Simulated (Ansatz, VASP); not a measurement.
# NaF in VASP and in Ansatz

```
CELL_PARAMETERS angstrom
0.00000 2.33802 2.33802
2.33802 0.00000 2.33802
2.33802 2.33802 0.00000
ATOMIC_POSITIONS crystal
Na 0.00000 0.00000 0.00000
F 0.50000 0.50000 0.50000
```

Alike in both runs: task single point; functional PBEsol; k mesh 8 × 8 × 8; occupations gaussian, width 0.02 eV; no spin polarisation.

|  | VASP | Ansatz |
| --- | --- | --- |
| version | VASP 6.6.1 | Ansatz 0.2.0 |
| potentials or method | VASP PAW PBE potentials, release 64 (Na_pv, F), cutoff 520 eV | scalar-relativistic, plane waves, PAW |
| valence electrons in the cell | 14 | 16 |

```csv
,VASP,Ansatz,Ansatz less VASP
gap on the k mesh at the Fermi level (eV),6.02,6.04,+0.021
least direct gap on the mesh (eV),6.02,6.04,+0.021
pressure (GPa),-1.5,-1.4,+0.10
```

VASP's potentials were made for PBE, not for PBEsol. VASP's potentials hold 14 valence electrons a cell and Ansatz's 16, so a difference there can come from the potentials and not from the codes.
